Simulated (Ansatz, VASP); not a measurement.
BP: VASP beside Ansatz

File INCAR:

```
SYSTEM = BP
ALGO = Normal
EDIFF = 1E-6
ENCUT = 520
GGA = PE
ISIF = 2
ISMEAR = -1
LASPH = .True.
LCHARG = .True.
LELF = .True.
LREAL = .False.
LVHAR = .True.
LWAVE = .False.
NBANDS = 11
NELM = 80
PREC = Accurate
SIGMA = 0.02
```

Contents of KPOINTS:

```
k-points
0
Gamma
  10 10 10
  0 0 0
```

The input POSCAR:

```
BP
1.0
    0.0000000000      2.2683156840      2.2683156840
    2.2683156840      0.0000000000      2.2683156840
    2.2683156840      2.2683156840      0.0000000000
B P
1 1
Direct
    0.0000000000      0.0000000000      0.0000000000
    0.2500000000      0.2500000000      0.2500000000
```

Input for Ansatz:

```yaml
crystal:
  lattice:
    - [0.0, 2.268315684, 2.268315684]
    - [2.268315684, 0.0, 2.268315684]
    - [2.268315684, 2.268315684, 0.0]
  atoms:
    - { symbol: B, position: [0.0, 0.0, 0.0] }
    - { symbol: P, position: [0.25, 0.25, 0.25] }
kpoints:
  mp_grid: { grid: [10, 10, 10] }
  band_path:
    path:
      - [0.0, 0.0, 0.0]
      - [-0.5, -0.5, 0.0]
      - [-0.375, -0.375, 0.25]
      - [-0.375, 0.0, 0.375]
      - [0.0, 0.0, 0.5]
      - [-0.5, -0.25, 0.25]
      - [0.0, 0.414062, 0.414062]
    npoints: 1
hamiltonian:
  xc: pbe
scf:
  occupations: { method: fermi_dirac, width: 0.02 }
  n_extra_bands: 4
output:
  forces: true
  stress: true
  eigenvalues: true
  write_density: true
  write_potential: true
  elf: true
  volumetric_format: npy
```

Alike in both runs: task single point; functional PBE; k mesh 10 × 10 × 10; occupations fermi-dirac, width 0.02 eV; no spin polarisation.

|  | VASP | Ansatz |
| --- | --- | --- |
| version | VASP 6.6.1 | Ansatz 0.2.0 |
| potentials or method | VASP PAW PBE potentials, release 64 (B, P) | plane waves, PAW |
| plane-wave cutoff (eV) | 520 | 420 |
| valence electrons in the cell | 8 | 8 |

|  | VASP | Ansatz | Ansatz less VASP |
| --- | --- | --- | --- |
| gap on the k mesh at the Fermi level (eV) | 1.24 | 1.24 | +0.004 |
| pressure (GPa) | 1.0 | 1.3 | +0.24 |
